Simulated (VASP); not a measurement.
# C (P6_3/mmc) in VASP: notebook, part 2 of 2

VASP 6.6.1. The steps go on from the part before.

**5. Relaxation of cell and atoms, r2SCAN, target pressure 5 GPa, at which the enthalpy is minimised**

This run uses another cell than the first one, of 7.99 Å³/atom.

Input file POSCAR:

```
C
1.0
    2.3887961748      0.0000000000      0.0000000000
   -1.1943980874      2.0687581719      0.0000000000
    0.0000000000      0.0000000000      6.4677227472
C
4
Direct
    0.0000000000      0.0000000000      0.2500000000
    0.0000000000      0.0000000000      0.7500000000
    0.3333333333      0.6666666667      0.2500000000
    0.6666666667      0.3333333333      0.7500000000
```

Input file INCAR.step1:

```
PREC     = Accurate       # precision mode
ENCUT    = 600            # plane-wave cutoff, eV
ISMEAR   = 0              # smearing method
SIGMA    = 0.1            # smearing width, eV
LREAL    = F              # projectors in reciprocal space
LASPH    = T              # aspherical terms in the spheres
NELM     = 100            # most SCF steps
GGA      = PE             # functional
ALGO     = Normal         # electronic algorithm
EDIFF    = 1E-4           # SCF threshold, eV
LWAVE    = T              # write WAVECAR
LCHARG   = F              # write CHGCAR
```

Input file INCAR.step2:

```
PREC     = Accurate       # precision mode
ENCUT    = 600            # plane-wave cutoff, eV
EDIFF    = 1E-6           # SCF threshold, eV
ISMEAR   = 0              # smearing method
SIGMA    = 0.1            # smearing width, eV
LREAL    = F              # projectors in reciprocal space
LASPH    = T              # aspherical terms in the spheres
NELM     = 100            # most SCF steps
ALGO     = Normal         # electronic algorithm
ISIF     = 3              # what is computed and relaxed
LWAVE    = F              # write WAVECAR
LCHARG   = F              # write CHGCAR
METAGGA  = R2SCAN         # meta-GGA
LMIXTAU  = T            
IBRION   = 2              # ionic algorithm
NSW      = 70             # ionic steps
EDIFFG   = -0.008         # ionic threshold
PSTRESS  = 50.0         
ISTART   = 1
```

Input file KPOINTS:

```
Automatic mesh
0
Gamma
  18 18 6
```

Started as:

```console
cat potpaw_PBE.64/C/POTCAR > POTCAR
cp INCAR.step1 INCAR
mpirun -np 1 vasp_std > vasp.out
cp INCAR.step2 INCAR
mpirun -np 1 vasp_std > vasp.out
```

Wall time 14 min (1 thread of Intel Xeon 6975P-C (Granite Rapids), shared host); peak memory 0.19 GiB.

The run converged. Its results:

* Free energy: -39.7033 eV
* Relaxed volume: 8.15 Å³/atom
* Relaxed cell: a = 2.447 Å, b = 2.447 Å, c = 6.289 Å, α = 90.00°, β = 90.00°, γ = 120.00°
* Space group after relaxing (to 0.1 Å): P6_3/mmc (No. 194)
* Energy change on relaxing (the run minimises the enthalpy): -50.3 meV/atom
* Ionic steps: 11
* Pressure after relaxing: 5.0 GPa
* Band gap on the k mesh: zero (bands 8 and 9 overlap by 0.05 eV)

The path:
| step | energy change (eV) | largest force (eV/Å) | pressure (GPa) | volume (Å³) |
| --- | --- | --- | --- | --- |
| 1 | 0.0000 | 0.0000 | 28.78 | 31.96 |
| 2 | 0.6048 | 0.0000 | -38.18 | 37.67 |
| 3 | -0.2258 | 0.0000 | 2.85 | 33.61 |
| 4 | -0.2235 | 0.0000 | 4.23 | 33.51 |
| 5 | -0.2225 | 0.0000 | 4.66 | 33.48 |
| 6 | -0.2198 | 0.0000 | 4.74 | 33.34 |
| 7 | -0.2102 | 0.0000 | 5.00 | 32.93 |
| 8 | -0.1838 | 0.0000 | 5.63 | 32.11 |
| 9 | -0.2008 | 0.0000 | 5.25 | 32.60 |
| 10 | -0.2038 | 0.0000 | 3.63 | 32.72 |
| 11 | -0.2014 | 0.0000 | 4.99 | 32.62 |

Final structure:
```yaml
crystal:
  lattice:
    - [2.44725, 0.00000, 0.00000]
    - [-1.22362, 2.11938, 0.00000]
    - [0.00000, 0.00000, 6.28912]
  atoms:
    - { symbol: C, position: [0.00000, 0.00000, 0.25000] }
    - { symbol: C, position: [0.00000, 0.00000, 0.75000] }
    - { symbol: C, position: [0.33333, 0.66667, 0.25000] }
    - { symbol: C, position: [0.66667, 0.33333, 0.75000] }
```

Levels at points of the mesh, in eV from the Fermi level:
| k point | band 5 | band 6 | band 7 | band 8 | band 9 | band 10 | band 11 | band 12 |
| --- | --- | --- | --- | --- | --- | --- | --- | --- |
| (0.00, 0.00, 0.00) | -3.16 | -3.16 | -3.13 | -3.13 | 5.15 | 8.81 | 8.81 | 8.90 |
| (0.50, 0.00, 0.00) | -6.85 | -6.75 | -3.15 | -2.17 | 1.71 | 2.59 | 7.60 | 8.25 |
| (0.00, 0.00, 0.50) | -3.15 | -3.15 | -3.15 | -3.15 | 8.51 | 8.51 | 8.86 | 8.86 |
| (0.50, 0.00, 0.50) | -6.80 | -6.80 | -2.52 | -2.52 | 1.79 | 1.79 | 7.91 | 7.91 |

Caveat: the cell is relaxed towards a set pressure, so the run minimises the enthalpy, not the energy; the PAW data sets were made with another functional, which shifts forces and pressure a little.

**6. Relaxation of cell and atoms, r2SCAN, target pressure 2 GPa, at which the enthalpy is minimised**

This run uses another cell than the first one, of 9.02 Å³/atom.

Input file POSCAR:

```
C
1.0
    2.4403963284      0.0000000000      0.0000000000
   -1.2201981642      2.1134452157      0.0000000000
    0.0000000000      0.0000000000      6.9922648999
C
4
Direct
    0.0000000000      0.0000000000      0.2500000000
    0.0000000000      0.0000000000      0.7500000000
    0.3333333333      0.6666666667      0.2500000000
    0.6666666667      0.3333333333      0.7500000000
```

Input file INCAR.step1:

```
ALGO = Normal
EDIFF = 1E-4
ENCUT = 600
GGA = PE
ISMEAR = 0
LASPH = T
LCHARG = F
LREAL = F
LWAVE = T
NELM = 60
PREC = Accurate
SIGMA = 0.1
```

Input file INCAR.step2:

```
ALGO = Normal
EDIFF = 1E-6
EDIFFG = -0.008
ENCUT = 600
IBRION = 2
ISIF = 3
ISMEAR = 0
ISTART = 1
LASPH = T
LCHARG = F
LMIXTAU = T
LREAL = F
LWAVE = F
METAGGA = R2SCAN
NELM = 60
NSW = 70
PREC = Accurate
PSTRESS = 20.0
SIGMA = 0.1
```

Input file KPOINTS:

```
k-points
0
Gamma
  18 18 6
```

Potentials or basis: VASP PAW PBE potentials, release 64 (C).

Started as:

```console
cat potpaw_PBE.64/C/POTCAR > POTCAR
cp INCAR.step1 INCAR
mpirun -np 1 vasp_std > vasp.out
cp INCAR.step2 INCAR
mpirun -np 1 vasp_std > vasp.out
```

OUTCAR:

```text
EDIFF = 1E-6
   EDIFFG = -0.008
   ENCUT = 600
   IBRION = 2
   ISIF = 3
   ISMEAR = 0
   ISTART = 1
   LASPH = T
   LREAL = F
   METAGGA = R2SCAN
   NELM = 60
   NSW = 70
   PREC = Accurate
   PSTRESS = 20.0

 ion  position               nearest neighbor table
   1  0.000  0.000  0.250-   3 1.41   3 1.41   3 1.41
   2  0.000  0.000  0.750-   4 1.41   4 1.41   4 1.41
   3  0.333  0.667  0.250-   1 1.41   1 1.41   1 1.41
   4  0.667  0.333  0.750-   2 1.41   2 1.41   2 1.41

  LATTYP: Found a hexagonal cell.
 ALAT       =     2.4403963284
 C/A-ratio  =     2.8652169398

  Lattice vectors:

 A1 = (   2.4403963284,   0.0000000000,   0.0000000000)
 A2 = (  -1.2201981642,   2.1134452157,   0.0000000000)
 A3 = (   0.0000000000,   0.0000000000,   6.9922648999)

Analysis of symmetry for initial positions (statically):
=====================================================================
 Subroutine PRICEL returns:
 Original cell was already a primitive cell.

 Routine SETGRP: Setting up the symmetry group for a
 hexagonal supercell.

 Subroutine GETGRP returns: Found 24 space group operations
 (whereof 12 operations were pure point group operations)
 out of a pool of 24 trial point group operations.

The static configuration has the point symmetry D_3d.
 The point group associated with its full space group is D_6h.

Analysis of symmetry for dynamics (positions and initial velocities):
=====================================================================
 Subroutine PRICEL returns:
 Original cell was already a primitive cell.

 Routine SETGRP: Setting up the symmetry group for a
 hexagonal supercell.

 Subroutine GETGRP returns: Found 24 space group operations
 (whereof 12 operations were pure point group operations)
 out of a pool of 24 trial point group operations.

The dynamic configuration has the point symmetry D_3d.
 The point group associated with its full space group is D_6h.

 Subroutine INISYM returns: Found 24 space group operations
 (whereof 12 operations are pure point group operations),
 and found     1 'primitive' translations

----------------------------------------------------------------------------------------

                                     Primitive cell

  volume of cell :      36.0636

  direct lattice vectors                    reciprocal lattice vectors
     2.440396328  0.000000000  0.000000000     0.409769507  0.236580535  0.000000000
    -1.220198164  2.113445216  0.000000000     0.000000000  0.473161070  0.000000000
     0.000000000  0.000000000  6.992264900     0.000000000  0.000000000  0.143015177

  length of vectors
     2.440396328  2.440396328  6.992264900     0.473161070  0.473161070  0.143015177

  position of ions in fractional coordinates (direct lattice)
     0.000000000  0.000000000  0.250000000
     0.000000000  0.000000000  0.750000000
     0.333333333  0.666666667  0.250000000
     0.666666667  0.333333333  0.750000000

  ion indices of the primitive-cell ions
   primitive index   ion index
                 1           1
[... 61 lines left out ...]
   dimension x,y,z NGXF=    40 NGYF=   40 NGZF=  112
   ions per type =               4
   NGX,Y,Z   is equivalent  to a cutoff of  13.62, 13.62, 13.31 a.u.
   NGXF,Y,Z  is equivalent  to a cutoff of  27.25, 27.25, 26.63 a.u.
 SYSTEM =  unknown system
   PREC   = accura    normal or accurate (medium, high low for compatibility)
   ISTART =      1    job   : 0-new  1-cont  2-samecut
   ICHARG =      0    charge: 1-file 2-atom 10-const
   ISPIN  =      1    spin polarized calculation?
   LNONCOLLINEAR =      F non collinear calculations
   LSORBIT =      F    spin-orbit coupling
   LASPH  =      T    aspherical Exc in radial PAW
   ENCUT  =  600.0 eV  44.10 Ry    6.64 a.u.   4.87  4.87 13.97*2*pi/ulx,y,z
   NELM   =     60;   NELMIN=  2; NELMDL=  0     # of ELM steps
   EDIFF  = 0.1E-05   stopping-criterion for ELM
   LREAL  =      F    real-space projection
   EDIFFG = -.8E-02   stopping-criterion for IOM
   NSW    =     70    number of steps for IOM
   IBRION =      2    ionic relax: 0-MD 1-quasi-New 2-CG
   NFREE  =      1    steps in history (QN), initial steepest desc. (CG)
   ISIF   =      3    stress and relaxation
   ISYM   =      2    0-nonsym 1-usesym 2-fastsym
   POTIM  = 0.5000    time-step for ionic-motion
   TEBEG  =    0.0;   TEEND  =   0.0 temperature during run
   PSTRESS=   20.0 pullay stress
   NELECT =      16.0000    total number of electrons
   NUPDOWN=      -1.0000    fix difference up-down
   EMIN   =  10.00;   EMAX   =-10.00  energy-range for DOS
   EFERMI =   0.00;   METHOD = LEGACY
   ISMEAR =     0;   SIGMA  =   0.10  broadening in eV -4-tet -1-fermi 0-gaus
   EFERMI_NEDOS =   21; number of points for ismear=-14 and -15
   IALGO  =     38    algorithm
   IMIX   =      4    mixing-type and parameters
     AMIX     =   0.40;   BMIX     =  1.00
     AMIX_MAG =   1.60;   BMIX_MAG =  1.00
  volume/ion in A,a.u.               =       9.02        60.84
  Fermi-wavevector in a.u.,A,eV,Ry     =   1.248605  2.359521 21.211680  1.559015
  Thomas-Fermi vector in A             =   2.382684
   LORBIT       =      0    0 simple, 1 ext, 2 COOP (PROOUT), +10 PAW based schemes
   METAGGA = R2SCAN    functional components
   LHFCALC =     F    Hartree Fock is set to
   AEXX    =    0.0000 exact exchange contribution
   IVDW    =     0    specifies the selected vdW correction
   LEPSILON=     F    determine dielectric tensor
   LRPA    =     F    only Hartree local field effects (RPA)
 conjugate gradient relaxation of ions
 non-spin polarized calculation
 Gauss-broadening in eV      SIGMA  =   0.10
  energy-cutoff  :      600.00
  volume of cell :       36.06
 maximum number of plane-waves:      1251
 NGX is ok and might be reduce to    20
   NGX =  9   NGY =  9   NGZ = 27

--------------------------------------- Ionic step        1  -------------------------------------------

 number of electron      16.0000001 magnetization

 Free energy of the ion-electron system (eV)
  ---------------------------------------------------
  ext. energy  EPLUGINS =         0.00000000
  ---------------------------------------------------
  free energy    TOTEN  =       -39.74949390 eV

  energy without entropy =      -39.74868532  energy(sigma->0) =      -39.74908961

------------------------ aborting loop because EDIFF is reached ----------------------------------------

  FORCE on cell =-STRESS in cart. coord.  units (eV):
  Direction    XX          YY          ZZ          XY          YZ          ZX
  --------------------------------------------------------------------------------------
  -------------------------------------------------------------------------------------
  Total        1.9127683      1.9127683     -0.0626220     -0.0000000      0.0000000     -0.0000000
  in kB       84.9774555     84.9774555     -2.7820722     -0.0000000      0.0000000     -0.0000000
  external PRESSURE =      35.7242796 kB  Pullay stress =      20.0000000 kB
[... 267 lines left out ...]
--------------------------------------- Ionic step        8  -------------------------------------------

 number of electron      16.0000000 magnetization

 Free energy of the ion-electron system (eV)
  ---------------------------------------------------
  ext. energy  EPLUGINS =         0.00000000
  ---------------------------------------------------
  free energy    TOTEN  =       -39.75106797 eV

  energy without entropy =      -39.75027366  energy(sigma->0) =      -39.75067081

 E-fermi :   4.8949     XC(G=0): -11.3078

 val. band max:        4.8820582313   @ k =   0.3333   0.3333   0.1667
 cond. band min:       4.9042458257   @ k =   0.3333   0.3333   0.3333
 fundamental gap:      0.0221875944
 Fermi energy:         4.8949101610

 k-point     1 :       0.0000    0.0000    0.0000
  band No.  band energies     occupation
      1     -16.1235      2.00000
      2     -15.7739      2.00000
      3      -4.2564      2.00000
      4      -2.0150      2.00000
      5       1.7106      2.00000
      6       1.7106      2.00000
      7       1.7344      2.00000
      8       1.7344      2.00000
      9       9.5602      0.00000
     10      13.6562      0.00000
     11      13.6562      0.00000
     12      13.7213      0.00000
[... 331 lines left out ...]
 k-point    24 :       0.3889    0.1111    0.0000
  band No.  band energies     occupation
      1     -11.0892      2.00000
      2     -10.8450      2.00000
      3      -8.2128      2.00000
      4      -8.0222      2.00000
      5      -2.8336      2.00000
      6      -2.7390      2.00000
      7       1.5177      2.00000
      8       2.8395      2.00000
      9       6.8510      0.00000
     10       7.7970      0.00000
     11      13.8448      0.00000
     12      14.3593      0.00000

 [... further k-points ...]

------------------------ aborting loop because EDIFF is reached ----------------------------------------

  FORCE on cell =-STRESS in cart. coord.  units (eV):
  Direction    XX          YY          ZZ          XY          YZ          ZX
  --------------------------------------------------------------------------------------
  -------------------------------------------------------------------------------------
  Total        0.4272493      0.4272493      0.4333326      0.0000000      0.0000000      0.0000000
  in kB       20.0134696     20.0134696     20.2984291      0.0000000      0.0000000      0.0000000
  external PRESSURE =       0.1084561 kB  Pullay stress =      20.0000000 kB
[... 23 lines left out ...]
  energy  without entropy=      -39.7502736557  energy(sigma->0) =      -39.75067081

  enthalpy is  TOTEN    =       -39.3241062625 eV   P V=        0.4269617067

 reached required accuracy - stopping structural energy minimisation
```

It took 11 min on 1 thread of Intel Xeon 6975P-C (Granite Rapids), shared host; peak memory 0.2 GiB.

What came out:

* Free energy: -39.7511 eV
* Relaxed volume: 8.55 Å³/atom
* Relaxed cell: a = 2.452 Å, b = 2.452 Å, c = 6.566 Å, α = 90.00°, β = 90.00°, γ = 120.00°
* Space group after relaxing (to 0.1 Å): P6_3/mmc (No. 194)
* Energy change on relaxing (the run minimises the enthalpy): -0.4 meV/atom
* Ionic steps: 8
* Pressure after relaxing: 2.0 GPa
* Band gap on the k mesh: zero (bands 8 and 9 overlap by 0.03 eV)

The path:
| step | energy change (eV) | largest force (eV/Å) | pressure (GPa) | volume (Å³) |
| --- | --- | --- | --- | --- |
| 1 | 0.0000 | 0.0000 | 5.57 | 36.06 |
| 2 | 0.0191 | 0.0000 | -8.46 | 37.12 |
| 3 | -0.0124 | 0.0000 | 0.98 | 36.39 |
| 4 | -0.0124 | 0.0000 | 1.06 | 36.38 |
| 5 | -0.0125 | 0.0000 | 1.12 | 36.19 |
| 6 | -0.0117 | 0.0000 | 1.34 | 35.59 |
| 7 | -0.0039 | 0.0000 | 1.91 | 34.40 |
| 8 | -0.0016 | 0.0000 | 2.01 | 34.20 |

Final structure:
```
C
1.0
     2.45249    0.00000    0.00000
    -1.22625    2.12392    0.00000
     0.00000    0.00000    6.56633
C
4
Direct
  0.00000 0.00000 0.25000
  0.00000 0.00000 0.75000
  0.33333 0.66667 0.25000
  0.66667 0.33333 0.75000
```

Levels at points of the mesh, in eV from the Fermi level:
| k point | band 4 | band 5 | band 6 | band 7 | band 8 | band 9 | band 10 | band 11 | band 12 |
| --- | --- | --- | --- | --- | --- | --- | --- | --- | --- |
| (0.00, 0.00, 0.00) | -6.91 | -3.18 | -3.18 | -3.16 | -3.16 | 4.67 | 8.76 | 8.76 | 8.83 |
| (0.50, 0.00, 0.00) | -14.02 | -6.84 | -6.77 | -3.00 | -2.21 | 1.64 | 2.42 | 7.60 | 8.09 |
| (0.00, 0.00, 0.50) | -8.14 | -3.17 | -3.17 | -3.17 | -3.17 | 7.63 | 7.63 | 8.79 | 8.79 |
| (0.50, 0.00, 0.50) | -14.08 | -6.80 | -6.80 | -2.52 | -2.52 | 1.78 | 1.78 | 7.84 | 7.84 |

Caveat: the cell is relaxed towards a set pressure, so the run minimises the enthalpy, not the energy; the PAW data sets were made with another functional, which shifts forces and pressure a little.

**7. Overview**

| task | cell | k mesh | cutoff (eV) | gap on the mesh (eV) | pressure (GPa) |
| --- | --- | --- | --- | --- | --- |
| single point | a = 2.345, b = 2.345, c = 7.226 Å, angles 90.0, 90.0, 120.0°, 4 atoms | 24 × 24 × 8 | 520 | none | 45.2 |
| single point | a = 2.382, b = 2.382, c = 7.163 Å, angles 90.0, 90.0, 120.0°, 4 atoms | 24 × 24 × 8 | 520 | none | 28.5 |
| relaxation of cell and atoms | relaxed from a = 2.456, b = 2.456, c = 7.036 Å, angles 90.0, 90.0, 120.0°, 4 atoms | 18 × 18 × 6 | 600 | none | 0.0 |
| relaxation of cell and atoms | relaxed to 5 GPa from a = 2.389, b = 2.389, c = 6.468 Å, angles 90.0, 90.0, 120.0°, 4 atoms | 18 × 18 × 6 | 600 | none | 5.0 |
| relaxation of cell and atoms | relaxed to 2 GPa from a = 2.440, b = 2.440, c = 6.992 Å, angles 90.0, 90.0, 120.0°, 4 atoms | 18 × 18 × 6 | 600 | none | 2.0 |

Alike in all rows: level r2SCAN; potentials or basis VASP PAW PBE potentials, release 64 (C); no spin polarisation; smearing gaussian 0.1 eV.

Caveats: the PAW data sets were made with another functional, which shifts forces and pressure a little; the cell stands under pressure (at least some runs); the cell is relaxed towards a set pressure, so the run minimises the enthalpy, not the energy (at least some runs).

Absolute energies hang on the potentials; compare differences alone.
